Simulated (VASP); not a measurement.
A run of VASP 6.6.1:

INCAR

```
  PREC = Accurate
  ENCUT = 600
  EDIFF = 1E-6
  ISMEAR = -1
  SIGMA = 0.05
  LREAL = False
  LASPH = True
  NELM = 60
  ALGO = Normal
  ISIF = 3
  LWAVE = False
  LCHARG = False
  GGA = PE
  IBRION = 2
  NSW = 60
  EDIFFG = -0.005
```

KPOINTS

```
Automatic mesh
0
Gamma
  16 16 9
```

The input POSCAR:

```
Ga
1.0
    3.0031658500      0.0000000000      0.0000000000
   -1.5015829250      2.6008179178      0.0000000000
    0.0000000000      0.0000000000      4.8651286769
Ga
2
Direct
    0.3333333333      0.6666666667      0.2500000000
    0.6666666667      0.3333333333      0.7500000000
```

Potentials or basis: VASP PAW PBE potentials, release 64 (Ga_d).

The run is started by

```bash
$ cat potpaw_PBE.64/Ga_d/POTCAR > POTCAR
$ mpirun -np 1 vasp_std > vasp.out
```

Hardware: 1 thread of Intel Xeon 8259CL, with other jobs on the host.

Task: Estimate the wall time of this run.

Result: Run time: 6.8 min on 1 thread of Intel Xeon 8259CL, with other jobs on the host, peak memory 0.24 GiB. Counts: scf iterations 59, k points 150, ion steps 10.
